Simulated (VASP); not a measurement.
# AgPb2F6 (Fm-3m) in VASP: a series of runs

Runs on AgPb2F6. Level: PBE. Tasks: single point.

Everything below comes from runs of VASP 6.6.1. Logs are shortened: lines on timing, memory, paths and dates and some standing lists are left out, and cuts for length are marked.

## Step 1: The cell of the first run

The structure is cubic, space group Fm-3m (No. 225). The conventional cell has a = 8.385 Å, b = 8.385 Å, c = 8.385 Å, α = 90.00°, β = 90.00°, γ = 90.00°. Within 2.8 Å of Ag (site symmetry m-3m) lie 6 F at 2.10 Å. Pb (site symmetry -43m) has 12 F at 2.96 Å and 4 Ag at 3.63 Å within 3.9 Å. F (site symmetry 4mm) has 1 Ag at 2.10 Å within 2.8 Å.

## Step 2: Single point, PBE (atoms taken out)

INCAR reads:

```
ALGO = Normal ; EDIFF = 1E-7
ENCUT = 520 ; GGA = PE
ISIF = 2 ; ISMEAR = 0
LASPH = T ; LCHARG = F
LREAL = F ; LWAVE = F
NBANDS = 50 ; NELM = 100
PREC = Accurate ; SIGMA = 0.1
```

KPOINTS reads:

```
k-points
0
Gamma
  4 4 4
```

POSCAR reads:

```
AgPb2F6
1.0
    0.0000000000      4.1923078600      4.1923078600
    4.1923078600      0.0000000000      4.1923078600
    4.1923078600      4.1923078600      0.0000000000
Ag Pb F
1 2 6
Direct
    0.0000000000      0.0000000000      0.0000000000
    0.2500000000      0.2500000000      0.2500000000
    0.7500000000      0.7500000000      0.7500000000
    0.7500000000      0.2500000000      0.2500000000
    0.2500000000      0.7500000000      0.7500000000
    0.2500000000      0.7500000000      0.2500000000
    0.7500000000      0.2500000000      0.7500000000
    0.2500000000      0.2500000000      0.7500000000
    0.7500000000      0.7500000000      0.2500000000
```

Potentials or basis: VASP PAW PBE potentials, release 64 (Ag, Pb_d, F).

On the command line:

```sh
> cat potpaw_PBE.64/Ag/POTCAR potpaw_PBE.64/Pb_d/POTCAR potpaw_PBE.64/F/POTCAR > POTCAR
> mpirun -np 1 vasp_std > vasp.out
```

OUTCAR:

```text
EDIFF = 1E-7
   ENCUT = 520
   GGA = PE
   ISIF = 2
   ISMEAR = 0
   LASPH = T
   LREAL = F
   NELM = 100
   PREC = Accurate

 ion  position               nearest neighbor table
   1  0.000  0.000  0.000-   4 2.10   5 2.10   6 2.10   7 2.10   8 2.10   9 2.10   3 3.63   3 3.63
                             2 3.63   3 3.63   3 3.63   2 3.63   2 3.63   2 3.63
   2  0.250  0.250  0.250-   4 2.96   6 2.96   8 2.96   5 2.96   7 2.96   8 2.96   5 2.96   6 2.96
                             9 2.96   4 2.96   7 2.96   9 2.96   1 3.63   1 3.63   1 3.63   1 3.63
   3  0.750  0.750  0.750-   5 2.96   7 2.96   9 2.96   4 2.96   6 2.96   9 2.96   4 2.96   7 2.96
                             8 2.96   5 2.96   6 2.96   8 2.96   1 3.63   1 3.63   1 3.63   1 3.63
   4  0.750  0.250  0.250-   1 2.10   2 2.96   3 2.96   3 2.96   2 2.96
   5  0.250  0.750  0.750-   1 2.10   3 2.96   2 2.96   2 2.96   3 2.96
   6  0.250  0.750  0.250-   1 2.10   2 2.96   3 2.96   2 2.96   3 2.96
   7  0.750  0.250  0.750-   1 2.10   3 2.96   2 2.96   3 2.96   2 2.96
   8  0.250  0.250  0.750-   1 2.10   2 2.96   2 2.96   3 2.96   3 2.96
   9  0.750  0.750  0.250-   1 2.10   3 2.96   3 2.96   2 2.96   2 2.96

  LATTYP: Found a face centered cubic cell.
 ALAT       =     8.3846157200

  Lattice vectors:

 A1 = (   0.0000000000,   4.1923078600,   4.1923078600)
 A2 = (   4.1923078600,   0.0000000000,   4.1923078600)
 A3 = (   4.1923078600,   4.1923078600,   0.0000000000)

Analysis of symmetry for initial positions (statically):
=====================================================================
 Subroutine PRICEL returns:
 Original cell was already a primitive cell.

 Routine SETGRP: Setting up the symmetry group for a
 face centered cubic supercell.

 Subroutine GETGRP returns: Found 48 space group operations
 (whereof 48 operations were pure point group operations)
 out of a pool of 48 trial point group operations.

The static configuration has the point symmetry O_h .

Analysis of symmetry for dynamics (positions and initial velocities):
=====================================================================
 Subroutine PRICEL returns:
 Original cell was already a primitive cell.

 Routine SETGRP: Setting up the symmetry group for a
 face centered cubic supercell.

 Subroutine GETGRP returns: Found 48 space group operations
 (whereof 48 operations were pure point group operations)
 out of a pool of 48 trial point group operations.

The dynamic configuration has the point symmetry O_h .

 Subroutine INISYM returns: Found 48 space group operations
 (whereof 48 operations are pure point group operations),
 and found     1 'primitive' translations

----------------------------------------------------------------------------------------

                                     Primitive cell

  volume of cell :     147.3634

  direct lattice vectors                    reciprocal lattice vectors
     0.000000000  4.192307860  4.192307860    -0.119266050  0.119266050  0.119266050
     4.192307860  0.000000000  4.192307860     0.119266050 -0.119266050  0.119266050
     4.192307860  4.192307860  0.000000000     0.119266050  0.119266050 -0.119266050

  length of vectors
     5.928818633  5.928818633  5.928818633     0.206574859  0.206574859  0.206574859

  position of ions in fractional coordinates (direct lattice)
     0.000000000  0.000000000  0.000000000
     0.250000000  0.250000000  0.250000000
     0.750000000  0.750000000  0.750000000
     0.750000000  0.250000000  0.250000000
     0.250000000  0.750000000  0.750000000
     0.250000000  0.750000000  0.250000000
     0.750000000  0.250000000  0.750000000
     0.250000000  0.250000000  0.750000000
     0.750000000  0.750000000  0.250000000

  ion indices of the primitive-cell ions
   primitive index   ion index
                 1           1
                 2           2
                 3           3
                 4           4
                 5           5
                 6           6
                 7           7
                 8           8
                 9           9

----------------------------------------------------------------------------------------

 KPOINTS: k-points

Automatic generation of k-mesh.
 Grid dimensions read from file:
 generate k-points for:    4    4    4

 Generating k-lattice:

  Cartesian coordinates                     Fractional coordinates (reciprocal lattice)
    -0.029816513  0.029816513  0.029816513     0.250000000  0.000000000  0.000000000
     0.029816513 -0.029816513  0.029816513     0.000000000  0.250000000  0.000000000
     0.029816513  0.029816513 -0.029816513     0.000000000  0.000000000  0.250000000

  Length of vectors
     0.051643715  0.051643715  0.051643715

  Shift w.r.t. Gamma in fractional coordinates (k-lattice)
     0.000000000  0.000000000  0.000000000

 Subroutine IBZKPT returns following result:
 ===========================================

 Found      8 irreducible k-points:

 Following reciprocal coordinates:
            Coordinates               Weight
  0.000000  0.000000  0.000000      1.000000
  0.250000  0.000000  0.000000      8.000000
  0.500000  0.000000  0.000000      4.000000
  0.250000  0.250000  0.000000      6.000000
  0.500000  0.250000  0.000000     24.000000
 -0.250000  0.250000  0.000000     12.000000
  0.500000  0.500000  0.000000      3.000000
 -0.250000  0.500000  0.250000      6.000000
   k-points           NKPTS =      8   k-points in BZ     NKDIM =      8   number of bands    NBANDS=     50
   number of dos      NEDOS =    301   number of ions     NIONS =      9
   total plane-waves  NPLWV = 110592
   dimension x,y,z NGX =    48 NGY =   48 NGZ =   48
   dimension x,y,z NGXF=    96 NGYF=   96 NGZF=   96
   ions per type =               1   2   6
   NGX,Y,Z   is equivalent  to a cutoff of  13.46, 13.46, 13.46 a.u.
   NGXF,Y,Z  is equivalent  to a cutoff of  26.92, 26.92, 26.92 a.u.
 SYSTEM =  unknown system
   PREC   = accura    normal or accurate (medium, high low for compatibility)
   ISTART =      0    job   : 0-new  1-cont  2-samecut
   ICHARG =      2    charge: 1-file 2-atom 10-const
   ISPIN  =      1    spin polarized calculation?
   LNONCOLLINEAR =      F non collinear calculations
   LSORBIT =      F    spin-orbit coupling
   LASPH  =      T    aspherical Exc in radial PAW
   ENCUT  =  520.0 eV  38.22 Ry    6.18 a.u.  11.02 11.02 11.02*2*pi/ulx,y,z
   NELM   =    100;   NELMIN=  2; NELMDL= -5     # of ELM steps
   EDIFF  = 0.1E-06   stopping-criterion for ELM
   LREAL  =      F    real-space projection
   EDIFFG = 0.1E-05   stopping-criterion for IOM
   NSW    =      0    number of steps for IOM
   IBRION =     -1    ionic relax: 0-MD 1-quasi-New 2-CG
   NFREE  =      0    steps in history (QN), initial steepest desc. (CG)
   ISIF   =      2    stress and relaxation
   ISYM   =      2    0-nonsym 1-usesym 2-fastsym
   POTIM  = 0.5000    time-step for ionic-motion
   TEBEG  =    0.0;   TEEND  =   0.0 temperature during run
   PSTRESS=    0.0 pullay stress
   NELECT =      81.0000    total number of electrons
   NUPDOWN=      -1.0000    fix difference up-down
   EMIN   =  10.00;   EMAX   =-10.00  energy-range for DOS
   EFERMI =   0.00;   METHOD = LEGACY
   ISMEAR =     0;   SIGMA  =   0.10  broadening in eV -4-tet -1-fermi 0-gaus
   EFERMI_NEDOS =   21; number of points for ismear=-14 and -15
   IALGO  =     38    algorithm
   IMIX   =      4    mixing-type and parameters
     AMIX     =   0.40;   BMIX     =  1.00
     AMIX_MAG =   1.60;   BMIX_MAG =  1.00
  volume/ion in A,a.u.               =      16.37       110.50
  Fermi-wavevector in a.u.,A,eV,Ry     =   1.341035  2.534188 24.468363  1.798374
  Thomas-Fermi vector in A             =   2.469300
   LORBIT       =      0    0 simple, 1 ext, 2 COOP (PROOUT), +10 PAW based schemes
   GGA     = PE    functional components
   LHFCALC =     F    Hartree Fock is set to
   AEXX    =    0.0000 exact exchange contribution
   IVDW    =     0    specifies the selected vdW correction
   LEPSILON=     F    determine dielectric tensor
   LRPA    =     F    only Hartree local field effects (RPA)
 non-spin polarized calculation
 Gauss-broadening in eV      SIGMA  =   0.10
  energy-cutoff  :      520.00
  volume of cell :      147.36
 maximum number of plane-waves:      3996
 NGX is ok and might be reduce to    48
   NGX = 23   NGY = 23   NGZ = 23

 number of electron      81.0000057 magnetization

 Free energy of the ion-electron system (eV)
  ---------------------------------------------------
  ext. energy  EPLUGINS =         0.00000000
  ---------------------------------------------------
  free energy    TOTEN  =       -35.23965829 eV

  energy without entropy =      -35.18207678  energy(sigma->0) =      -35.21086753

 E-fermi :   3.5175     XC(G=0):  -9.7259

 val. band max:        3.5098336760   @ k =   0.5000   0.2500   0.0000
 cond. band min:       3.5836842089   @ k =   0.0000   0.0000   0.0000
 fundamental gap:      0.0738505329
 Fermi energy:         3.5174933880

 k-point     1 :       0.0000    0.0000    0.0000
  band No.  band energies     occupation
      1     -19.2074      2.00000
      2     -18.8189      2.00000
      3     -18.8189      2.00000
      4     -18.8189      2.00000
      5     -18.7529      2.00000
      6     -18.7529      2.00000
[... 42 lines left out ...]
     49      11.9170      0.00000
     50      11.9170      0.00000

 k-point     2 :       0.2500    0.0000    0.0000
  band No.  band energies     occupation
      1     -19.1534      2.00000
      2     -18.8681      2.00000
      3     -18.8145      2.00000
      4     -18.8145      2.00000
      5     -18.7535      2.00000
      6     -18.7535      2.00000
[... 310 lines left out ...]
 k-point     8 :      -0.2500    0.5000    0.2500
  band No.  band energies     occupation
      1     -19.0178      2.00000
      2     -18.9424      2.00000
      3     -18.8238      2.00000
      4     -18.8238      2.00000
      5     -18.7816      2.00000
      6     -18.7472      2.00000
[... 42 lines left out ...]
     49      13.7027      0.00000
     50      13.7074      0.00000

------------------------ aborting loop because EDIFF is reached ----------------------------------------

  FORCE on cell =-STRESS in cart. coord.  units (eV):
  Direction    XX          YY          ZZ          XY          YZ          ZX
  --------------------------------------------------------------------------------------
  -------------------------------------------------------------------------------------
  Total        0.1126344      0.1126344      0.1126344      0.0000000      0.0000000      0.0000000
  in kB        1.2245944      1.2245944      1.2245944      0.0000000      0.0000000      0.0000000
  external PRESSURE =       1.2245944 kB  Pullay stress =       0.0000000 kB

 VOLUME and BASIS-vectors are now :
 -----------------------------------------------------------------------------
  energy-cutoff  :      520.00
  volume of cell :      147.36
      direct lattice vectors                 reciprocal lattice vectors
     0.000000000  4.192307860  4.192307860    -0.119266050  0.119266050  0.119266050
     4.192307860  0.000000000  4.192307860     0.119266050 -0.119266050  0.119266050
     4.192307860  4.192307860  0.000000000     0.119266050  0.119266050 -0.119266050

 POSITION                                       TOTAL-FORCE (eV/Angst)
 -----------------------------------------------------------------------------------
      0.00000      0.00000      0.00000         0.000000      0.000000      0.000000
      2.09615      2.09615      2.09615         0.000000      0.000000      0.000000
      6.28846      6.28846      6.28846         0.000000     -0.000000      0.000000
      2.09615      4.19231      4.19231         1.104652      0.000000      0.000000
      6.28846      4.19231      4.19231        -1.104652      0.000000      0.000000
      4.19231      2.09615      4.19231         0.000000      1.104652      0.000000
      4.19231      6.28846      4.19231         0.000000     -1.104652      0.000000
      4.19231      4.19231      2.09615         0.000000      0.000000      1.104652
      4.19231      4.19231      6.28846         0.000000      0.000000     -1.104652
 -----------------------------------------------------------------------------------
    total drift:                                0.000000     -0.000000     -0.000000

  FREE ENERGIE OF THE ION-ELECTRON SYSTEM (eV)
  ---------------------------------------------------
  free  energy   TOTEN  =       -35.2396582879 eV

  energy  without entropy=      -35.1820767816  energy(sigma->0) =      -35.21086753
```

It took 1.8 min on 1 thread of Intel Xeon Platinum 8175M at 2.50GHz (Skylake/Cascade Lake), shared host; peak memory 0.34 GiB.

Results:

```yaml
Free_energy: -35.2397 eV
Pressure: 0.1 GPa
Band_gap_on_the_k_mesh: zero (an odd number of electrons rules out a gap without spin polarisation)
```

Caveat: the cell differs from its parent crystal (atoms taken out); spin-orbit coupling is left out, which moves the levels of the heavy elements; an odd number of electrons without spin polarisation forces a metal; a magnetic or distorted state may lie lower.

## Step 3: Single point, PBE, collinear spin (atoms taken out)

INCAR reads:

```
SYSTEM = AgPb2F6
PREC = Accurate
ENCUT = 520
EDIFF = 1E-7
ISMEAR = 0
SIGMA = 0.1
LREAL = .False.
LASPH = .True.
NELM = 150
ALGO = Normal
ISIF = 2
LWAVE = .False.
LCHARG = .False.
ISPIN = 2
MAGMOM = 1 0 0 0 0 0 0 0 0
LORBIT = 11
LMAXMIX = 4
GGA = PE
NBANDS = 54
```

KPOINTS reads:

```
regular mesh
0
Gamma
  4 4 4
  0 0 0
```

POSCAR reads:

```
AgPb2F6
1.0
    0.0000000000      4.0959738974      4.0959738974
    4.0959738974      0.0000000000      4.0959738974
    4.0959738974      4.0959738974      0.0000000000
Ag Pb F
1 2 6
Direct
    0.0000000000      0.0000000000      0.0000000000
    0.2500000000      0.2500000000      0.2500000000
    0.7500000000      0.7500000000      0.7500000000
    0.7368004580      0.2631995420      0.2631995420
    0.2631995420      0.7368004580      0.7368004580
    0.2631995420      0.7368004580      0.2631995420
    0.7368004580      0.2631995420      0.7368004580
    0.2631995420      0.2631995420      0.7368004580
    0.7368004580      0.7368004580      0.2631995420
```

Potentials or basis: VASP PAW PBE potentials, release 64 (Ag, Pb_d, F).

On the command line:

```sh
> cat potpaw_PBE.64/Ag/POTCAR potpaw_PBE.64/Pb_d/POTCAR potpaw_PBE.64/F/POTCAR > POTCAR
> mpirun -np 1 vasp_std > vasp.out
```

It took 3.6 min on 1 thread of Intel Xeon Platinum 8175M at 2.50GHz (Skylake/Cascade Lake), shared host; peak memory 0.44 GiB.

Results (log left out):

| Item | Value |
| --- | --- |
| Free energy | -35.6817 eV |
| Pressure | -0.3 GPa |
| Band gap on the k mesh | zero (filled and empty bands overlap) |
| Net moment | 1.00 μB per cell |
| Site moments | Ag +0.52; Pb -0.00; F +0.08 μB |
| Valence electrons inside the program's atomic spheres | Ag 9.76; Pb 11.59; F 6.03 |

Forces in eV/Å, atoms in the order of the input:
```
Ag   0.000  0.000  0.000
Pb   0.000  0.000  0.000
Pb   0.000  0.000  0.000
F    0.003  0.000  0.000
F   -0.003  0.000  0.000
F    0.000  0.003  0.000
F    0.000 -0.003  0.000
F    0.000  0.000  0.003
F    0.000  0.000 -0.003
```

Levels at points of the mesh, in eV from the Fermi level:
Spin up:
```
           k point  band 37  band 38  band 39  band 40  band 41  band 42  band 43  band 44  band 45  band 46
(0.00, 0.00, 0.00)    -2.59    -2.59    -2.59    -0.35    -0.35     3.88     3.88     3.88     4.93     4.93
(0.50, 0.00, 0.00)    -2.30    -2.30    -2.08    -0.54    -0.54     2.36     2.45     3.68     3.68     3.84
(0.50, 0.50, 0.00)    -2.21    -2.01    -2.01    -1.07    -0.35     1.23     2.62     2.62     3.93     4.52
```
Spin down:
```csv
k point,band 38,band 39,band 40,band 41,band 42,band 43
"(0.00, 0.00, 0.00)",-2.39,-2.39,0.18,0.18,3.90,3.90
"(0.50, 0.00, 0.00)",-2.12,-1.93,-0.01,-0.01,2.39,2.45
"(0.50, 0.50, 0.00)",-1.84,-1.84,-0.55,0.18,1.29,2.64
```

Caveat: the cell differs from its parent crystal (atoms taken out); spin-orbit coupling is left out, which moves the levels of the heavy elements.

## Step 4: Single point, PBE, collinear spin (atoms taken out)

INCAR reads:

```
PREC = Accurate
ENCUT = 520
EDIFF = 1E-6
ISMEAR = 0
SIGMA = 0.1
LREAL = False
LASPH = True
NELM = 150
ALGO = Normal
ISIF = 2
LWAVE = False
LCHARG = False
ISPIN = 2
MAGMOM = 1 0 0 0 0 0 0 0 0
LORBIT = 11
LMAXMIX = 4
GGA = PE
NBANDS = 54
```

KPOINTS reads:

```
regular mesh
0
Gamma
  4 4 4
```

POSCAR reads:

```
AgPb2F6
1.0
    0.0000000000      4.1923078600      4.1923078600
    4.1923078600      0.0000000000      4.1923078600
    4.1923078600      4.1923078600      0.0000000000
Ag Pb F
1 2 6
Direct
    0.0000000000      0.0000000000      0.0000000000
    0.2500000000      0.2500000000      0.2500000000
    0.7500000000      0.7500000000      0.7500000000
    0.7500000000      0.2500000000      0.2500000000
    0.2500000000      0.7500000000      0.7500000000
    0.2500000000      0.7500000000      0.2500000000
    0.7500000000      0.2500000000      0.7500000000
    0.2500000000      0.2500000000      0.7500000000
    0.7500000000      0.7500000000      0.2500000000
```

On the command line:

```sh
> cat potpaw_PBE.64/Ag/POTCAR potpaw_PBE.64/Pb_d/POTCAR potpaw_PBE.64/F/POTCAR > POTCAR
> mpirun -np 1 vasp_std > vasp.out
```

It took 3.5 min on 1 thread of Intel Xeon Platinum 8175M at 2.50GHz (Skylake/Cascade Lake), shared host; peak memory 0.45 GiB.

It converged, with:

- Free energy: -35.3298 eV
- Pressure: 0.1 GPa
- Band gap on the k mesh: zero (filled and empty bands overlap)
- Net moment: 1.00 μB per cell
- Site moments: Ag +0.56; Pb -0.01; F +0.07 μB
- Valence electrons inside the program's atomic spheres: Ag 9.84; Pb 11.57; F 6.03

Levels at points of the mesh, in eV from the Fermi level:
Spin up:
```
           k point  band 39  band 40  band 41  band 42  band 43  band 44
(0.00, 0.00, 0.00)    -2.74    -0.41    -0.41     3.01     3.01     3.01
(0.50, 0.00, 0.00)    -2.32    -0.56    -0.56     1.66     1.74     2.90
(0.50, 0.50, 0.00)    -2.27    -1.03    -0.41     0.66     1.88     1.88
```
Spin down:
```
           k point  band 36  band 37  band 38  band 39  band 40  band 41  band 42  band 43  band 44  band 45
(0.00, 0.00, 0.00)    -3.25    -2.52    -2.52    -2.52     0.15     0.15     3.03     3.03     3.03     4.04
(0.50, 0.00, 0.00)    -3.33    -2.29    -2.29    -2.15     0.00     0.00     1.67     1.73     2.90     2.90
(0.50, 0.50, 0.00)    -3.16    -2.21    -2.08    -2.08    -0.52     0.15     0.74     1.89     1.89     3.07
```

Caveat: the cell differs from its parent crystal (atoms taken out); spin-orbit coupling is left out, which moves the levels of the heavy elements.

## Step 5: Overview

```tsv
spin	cell	gap on the mesh (eV)	pressure (GPa)	moment (μB)
off	a = 5.929 Å, angles 60.0°, 9 atoms, atomic positions A	none	0.1	-
collinear	a = 5.793 Å, angles 60.0°, 9 atoms, atomic positions B	none	-0.3	1.00
collinear	a = 5.929 Å, angles 60.0°, 9 atoms, atomic positions A	none	0.1	1.00
```

Alike in all rows: task single point; level PBE; potentials or basis VASP PAW PBE potentials, release 64 (Ag, Pb_d, F); k mesh 4 × 4 × 4; cutoff (eV) 520; smearing gaussian 0.1 eV.

Caveats: spin-orbit coupling is left out, which moves the levels of the heavy elements; an odd number of electrons without spin polarisation forces a metal (at least some runs); a magnetic or distorted state may lie lower (at least some runs).

Absolute energies hang on the potentials; compare differences alone.

The gap in the log of VASP goes by the Fermi energy; the results here count the filled bands.